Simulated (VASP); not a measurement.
Here is a VASP 6.6.1 calculation.

Contents of INCAR:

```
ALGO     = Normal         # electronic algorithm
EDIFF    = 1E-6           # SCF threshold, eV
ENCUT    = 520            # plane-wave cutoff, eV
GGA      = PE             # functional
ISIF     = 2              # what is computed and relaxed
ISMEAR   = 0              # smearing method
LASPH    = T              # aspherical terms in the spheres
LCHARG   = T              # write CHGCAR
LELF     = T              # ELF
LREAL    = F              # projectors in reciprocal space
LVHAR    = T            
LWAVE    = F              # write WAVECAR
NBANDS   = 27             # bands
NELM     = 80             # most SCF steps
PREC     = Accurate       # precision mode
SIGMA    = 0.1            # smearing width, eV
```

File KPOINTS:

```
k-points
0
Gamma
  4 4 4
```

POSCAR

```
Li4C
1.0
    3.8153056700      0.0000000000      0.0000000000
    0.0000000000      3.8153056700      0.0000000000
    0.0000000000      0.0000000000      7.4357163700
Li C
8 2
Direct
    0.5000000000      0.0000000000      0.9444504100
    0.0000000000      0.5000000000      0.4401134200
    0.5000000000      0.0000000000      0.5598865800
    0.0000000000      0.5000000000      0.0555495900
    0.5000000000      0.5000000000      0.7175807700
    0.0000000000      0.0000000000      0.2474814700
    0.0000000000      0.0000000000      0.7525185300
    0.5000000000      0.5000000000      0.2824192300
    0.5000000000      0.0000000000      0.7915907000
    0.0000000000      0.5000000000      0.2084093000
```

Potentials or basis: VASP PAW PBE potentials, release 64 (Li_sv, C).

Command:

```console
$ cat potpaw_PBE.64/Li_sv/POTCAR potpaw_PBE.64/C/POTCAR > POTCAR
$ mpirun -np 1 vasp_std > vasp.out
```

Question: What does it give for the largest force?

Answer: 23.004 eV/Å.

Question: Estimate the band gap on the k mesh.

Answer: Zero (band 16 reaches 2.56 eV, above the bottom of band 17 at 1.94 eV).

Forces in eV/Å, atoms in the order of the input:
```
Li    0.000   0.000  23.004
Li    0.000   0.000   3.450
Li    0.000   0.000  -3.450
Li    0.000   0.000 -23.004
Li    0.000   0.000   1.093
Li    0.000   0.000  -0.152
Li    0.000   0.000   0.152
Li    0.000   0.000  -1.093
C     0.000   0.000 -19.926
C     0.000   0.000  19.926
```

Caveat: the k points lie up to 0.41 Å⁻¹ apart; forces of over 1 eV/Å act on the atoms, so gaps and moduli don't describe the material at rest.
